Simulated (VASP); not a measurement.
Wanted: the native input for a VASP 6.6.1 run.

```yaml
Task: single point
Functional: PBE
Potentials_or_basis: VASP PAW PBE potentials, release 64 (Al, Sb, P)
Cutoff: 520 eV
k_mesh: 6 × 6 × 2
Occupations: gaussian, width 0.1 eV
Spin: no spin polarisation
Dipole_correction: no
Further_INCAR_settings: ALGO = Normal; EDIFF = 1e-06; NBANDS = 21
```

The structure of Al3Sb2P lies in POSCAR:

```
Al3Sb2P
1.0
    3.6996788600      0.0000000000      0.0000000000
    0.0000000000      3.6996788600      0.0000000000
    0.0000000000      0.0000000000      8.0520470900
Al Sb P
3 2 1
Direct
    0.5000000000      0.0000000000      0.9983087800
    0.0000000000      0.5000000000      0.9983087800
    0.0000000000      0.0000000000      0.3792572600
    0.5000000000      0.5000000000      0.2665635600
    0.0000000000      0.0000000000      0.7339377400
    0.5000000000      0.5000000000      0.6236239100
```

One way to write it, as run:

INCAR

```
SYSTEM = Al3Sb2P
ALGO = Normal ; EDIFF = 1E-6
ENCUT = 520 ; GGA = PE
ISIF = 2 ; ISMEAR = 0
LASPH = .True. ; LCHARG = .False.
LREAL = .False. ; LWAVE = .False.
NBANDS = 21 ; NELM = 100
PREC = Accurate ; SIGMA = 0.1
```

KPOINTS

```
k-points
0
Gamma
  6 6 2
  0 0 0
```

Potentials or basis: VASP PAW PBE potentials, release 64 (Al, Sb, P).

Launch:

```sh
$ cat potpaw_PBE.64/Al/POTCAR potpaw_PBE.64/Sb/POTCAR potpaw_PBE.64/P/POTCAR > POTCAR
$ mpirun -np 1 vasp_std > vasp.out
```

Results of the run:

| Property | Result |
| --- | --- |
| Pressure | 15.0 GPa |
| Largest force | 1.331 eV/Å |
| Band gap on the k mesh | zero (band 12 reaches 10.35 eV, above the bottom of band 13 at 7.19 eV) |

Caveat: the k points lie up to 0.39 Å⁻¹ apart; spin-orbit coupling is left out, which moves the levels of the heavy elements; forces of over 1 eV/Å act on the atoms, so gaps and moduli don't describe the material at rest.

Run time: 17 s on 1 thread of Intel(R) Xeon(R) 6975P-C (Granite Rapids), on a shared host, peak memory 0.22 GiB.
